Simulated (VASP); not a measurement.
# AlNi (Pm-3m) in VASP: single point with PBE

Aim: the single point of AlNi with PBE.

Everything below comes from runs of VASP 6.6.1. Logs are shortened: lines on timing, memory, paths and dates and some standing lists are left out, and cuts for length are marked.

## 1. The cell of the first run

The structure is cubic, space group Pm-3m (No. 221). The conventional cell has a = 2.881 Å, b = 2.881 Å, c = 2.881 Å, α = 90.00°, β = 90.00°, γ = 90.00°. Al (site symmetry m-3m) has 8 Ni at 2.50 Å and 6 Al at 2.88 Å within 3.3 Å. Ni (site symmetry m-3m) has 8 Al at 2.50 Å and 6 Ni at 2.88 Å within 3.3 Å.

## 2. Single point, PBE, collinear spin, ferromagnetic start

INCAR reads:

```
ALGO     = Normal         # electronic algorithm
EDIFF    = 1E-7           # SCF threshold, eV
ENCUT    = 520            # plane-wave cutoff, eV
GGA      = PE             # functional
ISIF     = 2              # what is computed and relaxed
ISMEAR   = 0              # smearing method
ISPIN    = 2              # spin polarisation
LASPH    = T              # aspherical terms in the spheres
LCHARG   = T              # write CHGCAR
LELF     = T              # ELF
LMAXMIX  = 4              # l up to which the mixer works
LORBIT   = 11             # projections on sites
LREAL    = F              # projectors in reciprocal space
LVHAR    = T            
LWAVE    = F              # write WAVECAR
MAGMOM   = 0 0.05         # initial moments
NBANDS   = 18             # bands
NELM     = 150            # most SCF steps
PREC     = Accurate       # precision mode
SIGMA    = 0.05           # smearing width, eV
```

KPOINTS reads:

```
k-points
0
Gamma
  12 12 12
```

POSCAR reads:

```
AlNi
1.0
    2.8810014521      0.0000000000      0.0000000000
    0.0000000000      2.8810014521      0.0000000000
    0.0000000000      0.0000000000      2.8810014521
Al Ni
1 1
Direct
    0.0000000000      0.0000000000      0.0000000000
    0.5000000000      0.5000000000      0.5000000000
```

Potentials or basis: VASP PAW PBE potentials, release 64 (Al, Ni).

On the command line:

```sh
$ cat potpaw_PBE.64/Al/POTCAR potpaw_PBE.64/Ni/POTCAR > POTCAR
$ mpirun -np 1 vasp_std > vasp.out
```

OUTCAR:

```text
EDIFF = 1E-7
   ENCUT = 520
   GGA = PE
   ISIF = 2
   ISMEAR = 0
   ISPIN = 2
   LASPH = T
   LORBIT = 11
   LREAL = F
   NELM = 150
   PREC = Accurate

 ion  position               nearest neighbor table
   1  0.000  0.000  0.000-   2 2.50   2 2.50   2 2.50   2 2.50   2 2.50   2 2.50   2 2.50   2 2.50

   2  0.500  0.500  0.500-   1 2.50   1 2.50   1 2.50   1 2.50   1 2.50   1 2.50   1 2.50   1 2.50

  LATTYP: Found a simple cubic cell.
 ALAT       =     2.8810014521

  Lattice vectors:

 A1 = (   2.8810014521,   0.0000000000,   0.0000000000)
 A2 = (   0.0000000000,   2.8810014521,   0.0000000000)
 A3 = (   0.0000000000,   0.0000000000,   2.8810014521)

Analysis of symmetry for initial positions (statically):
=====================================================================
 Subroutine PRICEL returns:
 Original cell was already a primitive cell.

 Routine SETGRP: Setting up the symmetry group for a
 simple cubic supercell.

 Subroutine GETGRP returns: Found 48 space group operations
 (whereof 48 operations were pure point group operations)
 out of a pool of 48 trial point group operations.

The static configuration has the point symmetry O_h .

Analysis of symmetry for dynamics (positions and initial velocities):
=====================================================================
 Subroutine PRICEL returns:
 Original cell was already a primitive cell.

 Routine SETGRP: Setting up the symmetry group for a
 simple cubic supercell.

 Subroutine GETGRP returns: Found 48 space group operations
 (whereof 48 operations were pure point group operations)
 out of a pool of 48 trial point group operations.

The dynamic configuration has the point symmetry O_h .

Analysis of structural, dynamic, and magnetic symmetry:
=====================================================================
 Subroutine PRICEL returns:
 Original cell was already a primitive cell.

 Routine SETGRP: Setting up the symmetry group for a
 simple cubic supercell.

 Subroutine GETGRP returns: Found 48 space group operations
 (whereof 48 operations were pure point group operations)
 out of a pool of 48 trial point group operations.

The overall configuration has the point symmetry O_h .

 Subroutine INISYM returns: Found 48 space group operations
 (whereof 48 operations are pure point group operations),
 and found     1 'primitive' translations

----------------------------------------------------------------------------------------

                                     Primitive cell

  volume of cell :      23.9128

  direct lattice vectors                    reciprocal lattice vectors
     2.881001452  0.000000000  0.000000000     0.347101526  0.000000000  0.000000000
     0.000000000  2.881001452  0.000000000     0.000000000  0.347101526  0.000000000
     0.000000000  0.000000000  2.881001452     0.000000000  0.000000000  0.347101526

  length of vectors
     2.881001452  2.881001452  2.881001452     0.347101526  0.347101526  0.347101526

  position of ions in fractional coordinates (direct lattice)
     0.000000000  0.000000000  0.000000000
     0.500000000  0.500000000  0.500000000

  ion indices of the primitive-cell ions
   primitive index   ion index
                 1           1
                 2           2

----------------------------------------------------------------------------------------

 KPOINTS: k-points

Automatic generation of k-mesh.
 Grid dimensions read from file:
 generate k-points for:   12   12   12

 Generating k-lattice:

  Cartesian coordinates                     Fractional coordinates (reciprocal lattice)
     0.028925127  0.000000000  0.000000000     0.083333333  0.000000000  0.000000000
     0.000000000  0.028925127  0.000000000     0.000000000  0.083333333  0.000000000
     0.000000000  0.000000000  0.028925127     0.000000000  0.000000000  0.083333333

  Length of vectors
     0.028925127  0.028925127  0.028925127

  Shift w.r.t. Gamma in fractional coordinates (k-lattice)
     0.000000000  0.000000000  0.000000000

 Subroutine IBZKPT returns following result:
 ===========================================

 Found     84 irreducible k-points:

 Following reciprocal coordinates:
            Coordinates               Weight
  0.000000  0.000000  0.000000      1.000000
  0.083333  0.000000  0.000000      6.000000
  0.166667  0.000000  0.000000      6.000000
  0.250000  0.000000  0.000000      6.000000
  0.333333  0.000000  0.000000      6.000000
  0.416667  0.000000  0.000000      6.000000
[... 16 lines left out ...]
  0.333333  0.333333  0.000000     12.000000
  0.416667  0.333333  0.000000     24.000000
 [... further k-points ...]
   k-points           NKPTS =     84   k-points in BZ     NKDIM =     84   number of bands    NBANDS=     18
   number of dos      NEDOS =    301   number of ions     NIONS =      2
   total plane-waves  NPLWV =  13824
   dimension x,y,z NGX =    24 NGY =   24 NGZ =   24
   dimension x,y,z NGXF=    48 NGYF=   48 NGZF=   48
   ions per type =               1   1
   NGX,Y,Z   is equivalent  to a cutoff of  13.85, 13.85, 13.85 a.u.
   NGXF,Y,Z  is equivalent  to a cutoff of  27.70, 27.70, 27.70 a.u.
 SYSTEM =  unknown system
   PREC   = accura    normal or accurate (medium, high low for compatibility)
   ISTART =      0    job   : 0-new  1-cont  2-samecut
   ICHARG =      2    charge: 1-file 2-atom 10-const
   ISPIN  =      2    spin polarized calculation?
   LNONCOLLINEAR =      F non collinear calculations
   LSORBIT =      F    spin-orbit coupling
   LASPH  =      T    aspherical Exc in radial PAW
   ENCUT  =  520.0 eV  38.22 Ry    6.18 a.u.   5.36  5.36  5.36*2*pi/ulx,y,z
   NELM   =    150;   NELMIN=  2; NELMDL= -5     # of ELM steps
   EDIFF  = 0.1E-06   stopping-criterion for ELM
   LREAL  =      F    real-space projection
   EDIFFG = 0.1E-05   stopping-criterion for IOM
   NSW    =      0    number of steps for IOM
   IBRION =     -1    ionic relax: 0-MD 1-quasi-New 2-CG
   NFREE  =      0    steps in history (QN), initial steepest desc. (CG)
   ISIF   =      2    stress and relaxation
   ISYM   =      2    0-nonsym 1-usesym 2-fastsym
   POTIM  = 0.5000    time-step for ionic-motion
   TEBEG  =    0.0;   TEEND  =   0.0 temperature during run
   PSTRESS=    0.0 pullay stress
   NELECT =      13.0000    total number of electrons
   NUPDOWN=      -1.0000    fix difference up-down
   EMIN   =  10.00;   EMAX   =-10.00  energy-range for DOS
   EFERMI =   0.00;   METHOD = LEGACY
   ISMEAR =     0;   SIGMA  =   0.05  broadening in eV -4-tet -1-fermi 0-gaus
   EFERMI_NEDOS =   21; number of points for ismear=-14 and -15
   IALGO  =     38    algorithm
   IMIX   =      4    mixing-type and parameters
     AMIX     =   0.40;   BMIX     =  1.00
     AMIX_MAG =   1.60;   BMIX_MAG =  1.00
  volume/ion in A,a.u.               =      11.96        80.69
  Fermi-wavevector in a.u.,A,eV,Ry     =   1.336121  2.524903 24.289385  1.785219
  Thomas-Fermi vector in A             =   2.464772
   LORBIT       =     11    0 simple, 1 ext, 2 COOP (PROOUT), +10 PAW based schemes
   GGA     = PE    functional components
   LHFCALC =     F    Hartree Fock is set to
   AEXX    =    0.0000 exact exchange contribution
   IVDW    =     0    specifies the selected vdW correction
   LEPSILON=     F    determine dielectric tensor
   LRPA    =     F    only Hartree local field effects (RPA)
 spin polarized calculation
 Gauss-broadening in eV      SIGMA  =   0.05
  energy-cutoff  :      520.00
  volume of cell :       23.91
 maximum number of plane-waves:       660
 NGX is ok and might be reduce to    24
   NGX = 11   NGY = 11   NGZ = 11

 number of electron      13.0000015 magnetization      -0.0000304

 number of electron      13.0000015 magnetization       0.0000019

 Free energy of the ion-electron system (eV)
  ---------------------------------------------------
  ext. energy  EPLUGINS =         0.00000000
  ---------------------------------------------------
  free energy    TOTEN  =       -10.53517483 eV

  energy without entropy =      -10.53408549  energy(sigma->0) =      -10.53463016

 E-fermi :  10.0673     XC(G=0): -12.0481

 val. band max:       10.0657819233   @ k =   0.3333   0.1667   0.0000
 cond. band min:      10.0705506309   @ k =   0.5000   0.4167   0.3333
 fundamental gap:      0.0047687076
 Fermi energy:        10.0672998313

 spin component 1

 k-point     1 :       0.0000    0.0000    0.0000
  band No.  band energies     occupation
      1      -1.1119      1.00000
      2       6.8018      1.00000
      3       6.8018      1.00000
      4       8.4869      1.00000
      5       8.4869      1.00000
      6       8.4869      1.00000
[... 10 lines left out ...]
     17      33.3675      0.00000
     18      33.3675      0.00000
[... 463 lines left out ...]
 k-point    24 :       0.4167    0.3333    0.0000
  band No.  band energies     occupation
      1       3.5590      1.00000
      2       5.6857      1.00000
      3       7.1634      1.00000
      4       7.6289      1.00000
      5       7.9480      1.00000
      6       8.0898      1.00000
[... 10 lines left out ...]
     17      31.8826      0.00000
     18      34.5307      0.00000

 [... further k-points ...]

 spin component 2

 k-point     1 :       0.0000    0.0000    0.0000
  band No.  band energies     occupation
      1      -1.1118      1.00000
      2       6.8018      1.00000
      3       6.8018      1.00000
      4       8.4869      1.00000
      5       8.4869      1.00000
      6       8.4869      1.00000
[... 10 lines left out ...]
     17      33.3675      0.00000
     18      33.3675      0.00000
[... 463 lines left out ...]
 k-point    24 :       0.4167    0.3333    0.0000
  band No.  band energies     occupation
      1       3.5590      1.00000
      2       5.6857      1.00000
      3       7.1634      1.00000
      4       7.6289      1.00000
      5       7.9480      1.00000
      6       8.0898      1.00000
[... 10 lines left out ...]
     17      31.8826      0.00000
     18      34.5307      0.00000

 [... further k-points ...]
[... 5 lines left out ...]
  --------------------------------------------------------------------------------------
  -------------------------------------------------------------------------------------
  Total        0.3124349      0.3124349      0.3124349      0.0000000      0.0000000     -0.0000000
  in kB       20.9333961     20.9333961     20.9333961      0.0000000      0.0000000     -0.0000000
  external PRESSURE =      20.9333961 kB  Pullay stress =       0.0000000 kB

 VOLUME and BASIS-vectors are now :
 -----------------------------------------------------------------------------
  energy-cutoff  :      520.00
  volume of cell :       23.91
      direct lattice vectors                 reciprocal lattice vectors
     2.881001452  0.000000000  0.000000000     0.347101526  0.000000000  0.000000000
     0.000000000  2.881001452  0.000000000     0.000000000  0.347101526  0.000000000
     0.000000000  0.000000000  2.881001452     0.000000000  0.000000000  0.347101526

 POSITION                                       TOTAL-FORCE (eV/Angst)
 -----------------------------------------------------------------------------------
      0.00000      0.00000      0.00000         0.000000      0.000000      0.000000
      1.44050      1.44050      1.44050         0.000000      0.000000      0.000000
 -----------------------------------------------------------------------------------
    total drift:                                0.000000      0.000000     -0.000000

  FREE ENERGIE OF THE ION-ELECTRON SYSTEM (eV)
  ---------------------------------------------------
  free  energy   TOTEN  =       -10.5351748295 eV

  energy  without entropy=      -10.5340854905  energy(sigma->0) =      -10.53463016

 total charge

# of ion       s       p       d       tot
------------------------------------------
    1        0.385   0.413   0.000   0.798
    2        0.476   0.515   8.475   9.466
--------------------------------------------------
tot          0.861   0.928   8.475  10.263

 magnetization (x)

# of ion       s       p       d       tot
------------------------------------------
    1        0.000   0.000   0.000   0.000
    2       -0.000  -0.000  -0.000  -0.000
--------------------------------------------------
tot          0.000   0.000  -0.000  -0.000
```

Wall time 23 s (1 thread of Intel Xeon Platinum 8559C (Emerald Rapids), shared host); peak memory 0.18 GiB.

What came out:

```yaml
Free_energy: -10.5352 eV
Pressure: 2.1 GPa
Net_moment: 0.00 μB per cell
Valence_electrons_inside_the_program's_atomic_spheres: Al 0.80; Ni 9.47
```

Levels at points of the mesh, in eV from the Fermi level:
Spin up:
```tsv
k point	band 5	band 6	band 7	band 8	band 9	band 10
(0.00, 0.00, 0.00)	-1.58	-1.58	5.46	5.46	5.46	8.08
(0.50, 0.00, 0.00)	-2.28	-1.49	-0.68	8.24	9.98	9.98
(0.50, 0.50, 0.00)	-2.11	-2.11	-1.05	1.44	2.43	12.23
(0.50, 0.50, 0.50)	-1.02	1.96	1.96	1.96	3.65	4.40
```
Spin down:
```
           k point  band 5  band 6  band 7  band 8  band 9  band 10
(0.00, 0.00, 0.00)   -1.58   -1.58    5.46    5.46    5.46     8.08
(0.50, 0.00, 0.00)   -2.28   -1.49   -0.68    8.24    9.98     9.98
(0.50, 0.50, 0.00)   -2.11   -2.11   -1.05    1.44    2.43    12.23
(0.50, 0.50, 0.50)   -1.02    1.96    1.96    1.96    3.65     4.40
```
